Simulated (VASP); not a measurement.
Wanted: the native input for a VASP 6.6.1 run.

```
Task                   : single point
Functional             : PBE
Dispersion             : D3(BJ)
Potentials or basis    : VASP PAW PBE potentials, release 64 (N, Ga_d)
Cutoff                 : 520 eV
k mesh                 : 6 × 6 × 1
Occupations            : gaussian, width 0.05 eV
Spin                   : no spin polarisation
Dipole correction      : yes
Further INCAR settings : LREAL = Auto; ALGO = Normal; EDIFF = 1e-06; NBANDS = 86
```

The structure of GaN lies in POSCAR:

```
GaN
1.0
    6.3894493824      0.0000000000      0.0000000000
   -3.1947246912      5.5334254814      0.0000000000
    0.0000000000      0.0000000000     20.8382304314
N Ga
8 8
Direct
    0.0000000000      0.0000000000      0.1919548790
    0.0000000000      0.5000000000      0.1919548790
    0.5000000000      0.0000000000      0.1919548790
    0.5000000000      0.5000000000      0.1919548790
    0.1666666667      0.3333333333      0.3569511555
    0.1666666667      0.8333333333      0.3569511555
    0.6666666667      0.3333333333      0.3569511555
    0.6666666667      0.8333333333      0.3569511555
    0.1666666667      0.3333333333      0.2232493043
    0.1666666667      0.8333333333      0.2232493043
    0.6666666667      0.3333333333      0.2232493043
    0.6666666667      0.8333333333      0.2232493043
    0.3333333333      0.1666666667      0.3535997815
    0.3333333333      0.6666666667      0.3535997815
    0.8333333333      0.1666666667      0.3535997815
    0.8333333333      0.6666666667      0.3535997815
```

These files were run (other wordings do the same):

INCAR

```
SYSTEM = GaN
PREC = Accurate ; ENCUT = 520
EDIFF = 1E-6 ; ISMEAR = 0
SIGMA = 0.05 ; LREAL = Auto
LASPH = .TRUE. ; NELM = 60
ALGO = Normal ; ISIF = 2
LWAVE = .FALSE. ; LCHARG = .TRUE.
LDIPOL = .TRUE. ; IDIPOL = 3
DIPOL = 0.5 0.5 0.281 ; GGA = PE
IVDW = 12 ; LELF = .TRUE.
LVHAR = .TRUE. ; LVACPOTAV = .TRUE.
NBANDS = 86
```

KPOINTS

```
Automatic mesh
0
G
  6 6 1
  0 0 0
```

Potentials or basis: VASP PAW PBE potentials, release 64 (N, Ga_d).

Command:

```bash
$ cat potpaw_PBE.64/N/POTCAR potpaw_PBE.64/Ga_d/POTCAR > POTCAR
$ mpirun -np 1 vasp_std > vasp.out
```

Results of the run:

* Largest force: 2.893 eV/Å
* Band gap on the k mesh: 0.26 eV
* Dispersion energy per atom: -0.144 eV

It took 9.1 min on 1 thread of Intel(R) Xeon(R) 6975P-C (Granite Rapids), on a shared host, peak memory 0.84 GiB.
